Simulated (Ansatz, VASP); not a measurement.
**Two plane-wave programs on Ga**

Contents of INCAR:

```
SYSTEM = Ga
PREC = Accurate
ENCUT = 520
EDIFF = 1E-6
ISMEAR = -1
SIGMA = 0.1
LREAL = .FALSE.
LASPH = .TRUE.
NELM = 60
ALGO = Normal
ISIF = 2
LWAVE = .FALSE.
LCHARG = .TRUE.
GGA = PS
LELF = .TRUE.
LVHAR = .TRUE.
NBANDS = 20
```

The input KPOINTS:

```
Automatic mesh
0
G
  11 11 11
  0 0 0
```

POSCAR

```
Ga
1.0
    0.0000000000      2.9166202108      2.9166202108
    2.9166202108      0.0000000000      2.9166202108
    2.9166202108      2.9166202108      0.0000000000
Ga
2
Direct
    0.1250000000      0.1250000000      0.1250000000
    0.8750000000      0.8750000000      0.8750000000
```

Input for Ansatz:

```yaml
crystal:
  lattice:
    - [0.0, 2.9166202108, 2.9166202108]
    - [2.9166202108, 0.0, 2.9166202108]
    - [2.9166202108, 2.9166202108, 0.0]
  atoms:
    - { symbol: Ga, position: [0.125, 0.125, 0.125] }
    - { symbol: Ga, position: [0.875, 0.875, 0.875] }
hamiltonian:
  xc: pbesol
  pseudopotentials:
    kind: paw
    azcp:
      Ga: "pseudopotentials/Ga.paw.azcp"
basis:
  ecutwfc: 420
  fft_grid_basis: typed
kpoints:
  mp_grid: { grid: [11, 11, 11], shift: [0, 0, 0] }
magnetization:
  spin_polarized: false
scf:
  occupations: { method: fermi_dirac, width: 0.1 }
  lower_state_search: "off"
output:
  stress: true
  write_density: true
  write_potential: true
  elf: true
  volumetric_format: npy
```

Alike in both runs: task single point; functional PBEsol; k mesh 11 × 11 × 11; occupations fermi-dirac, width 0.1 eV; no spin polarisation.

|  | VASP | Ansatz |
| --- | --- | --- |
| version | VASP 6.6.1 | Ansatz 0.2.0 |
| potentials or method | VASP PAW PBE potentials, release 64 (Ga_d), cutoff 520 eV | plane waves (420 eV) with PAW, scalar-relativistic |
| valence electrons in the cell | 26 | 26 |

Ansatz gave:

| Item | Value |
| --- | --- |
| pressure (GPa) | -1.6 |

Question: What did VASP give for the same quantities?

Answer: Pressure (GPa): -1.5.

VASP's potentials were made for PBE, not for PBEsol, and Ansatz warns of the same on its side. The functional is the same, so the differences come from potentials, cutoffs and numerics.
